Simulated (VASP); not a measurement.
# H21C12N7: single point with PBE

H21C12N7:

```
CELL_PARAMETERS angstrom
8.24747 0.00000 0.00000
0.00000 8.24747 0.00000
0.00000 0.00000 8.24747
ATOMIC_POSITIONS crystal
N 0.85386 0.71407 0.02286
N 0.10450 0.07246 0.28943
N 0.20386 0.56726 0.28246
N 0.66805 0.75028 0.69842
N 0.25671 0.80277 0.81794
N 0.50535 0.08597 0.17741
N 0.72250 0.34067 0.76622
H 0.95039 0.81969 0.04576
H 0.91475 0.63198 0.96783
H 0.76477 0.75770 0.94974
H 0.23246 0.14826 0.94650
H 0.09718 0.34178 0.99462
H 0.28313 0.33006 0.08161
H 0.43080 0.66449 0.00165
H 0.49913 0.73792 0.16835
H 0.55715 0.52799 0.11596
H 0.81225 0.60392 0.35270
H 0.97926 0.60352 0.51450
H 0.82482 0.47172 0.53780
H 0.42859 0.53003 0.60006
H 0.32290 0.43916 0.75102
H 0.25761 0.50429 0.53584
H 0.31598 0.02629 0.51467
H 0.31286 0.83475 0.39973
H 0.49031 0.89727 0.49974
H 0.03775 0.13023 0.67365
H 0.88052 0.97485 0.71148
H 0.91801 0.10039 0.51976
C 0.19055 0.25006 0.02779
C 0.13055 0.14892 0.17360
C 0.47124 0.62225 0.11765
C 0.32480 0.58035 0.20934
C 0.84763 0.59863 0.48267
C 0.74003 0.68089 0.59919
C 0.30852 0.52564 0.66160
C 0.29301 0.69184 0.73469
C 0.37972 0.94983 0.42664
C 0.44087 0.03226 0.29408
C 0.91988 0.09457 0.65041
C 0.80888 0.23253 0.73171
```

- Program: VASP 6.6.1
- Task: single point
- Functional: PBE
- Potentials or basis: VASP PAW PBE potentials, release 64 (N, H, C)
- Cutoff: 520 eV
- k mesh: 1 × 1 × 1
- Occupations: fermi-dirac, width 0.02 eV
- Spin: no spin polarisation
- Dipole correction: no
- Further INCAR settings: LREAL = Auto; ALGO = Normal; EDIFF = 1e-06; NBANDS = 78

| Item | Value |
| --- | --- |
| Pressure | -0.9 GPa |
| Largest force | 6.019 eV/Å |
| Band gap on the k mesh | 4.10 eV |

Forces on the atoms (eV/Å):
```
N    1.316  5.052  2.996
N   -0.694  0.062 -0.183
N    0.430 -0.214 -0.118
N   -0.572  0.212  0.327
N    0.627 -0.924 -1.234
N   -0.863 -0.446  1.601
N    0.665 -0.968  0.136
H   -2.975 -2.999 -0.741
H    1.545 -2.222 -1.727
H    0.137  0.153 -0.311
H   -0.145  1.402 -0.118
H   -0.033 -0.986 -0.519
H    0.454 -0.703 -0.374
H   -0.133 -0.322 -1.190
H    1.346  0.732  0.720
H    1.283 -0.717 -0.028
H    0.394  0.227  0.495
H   -0.639  0.893 -0.558
H    0.079  0.623 -1.288
H    0.548  0.001  0.780
H   -0.374 -1.870  1.430
H   -1.224  0.030  1.442
H   -0.218 -0.135 -0.198
H   -0.143  0.968 -0.167
H   -1.125  0.849 -0.787
H    2.355  0.267  1.071
H    0.690  1.310 -1.025
H   -0.858 -0.208 -0.626
C   -0.899 -1.364  2.198
C    0.562  1.567 -1.344
C   -2.453  0.386  0.754
C   -0.203  0.160 -0.102
C   -0.787 -2.105  1.983
C    1.589  0.355 -1.352
C    1.756  3.406 -3.026
C   -1.554 -0.646  0.647
C    1.106 -2.525  3.348
C    1.921  1.264 -3.478
C   -3.730  0.634  2.402
C    0.821 -1.200 -1.833
```

Stress tensor (GPa, compression positive):
```
 0.29 -0.10  1.19
-0.10 -2.50 -0.60
 1.19 -0.60 -0.61
```

Levels at points of the mesh, in eV from the valence-band top:
```csv
k point,band 49,band 50,band 51,band 52,band 53,band 54,band 55,band 56
"(0.00, 0.00, 0.00)",-1.99,-1.93,-1.66,0.00,4.10,4.46,4.64,4.75
```

Run time: 88 s on 1 thread of Intel(R) Xeon(R) Platinum 8259CL CPU @ 2.50GHz (Skylake/Cascade Lake) (shared host), peak memory 0.54 GiB.

Caveat: the k points lie up to 0.76 Å⁻¹ apart; the atoms stand as in a frame of molecular dynamics.
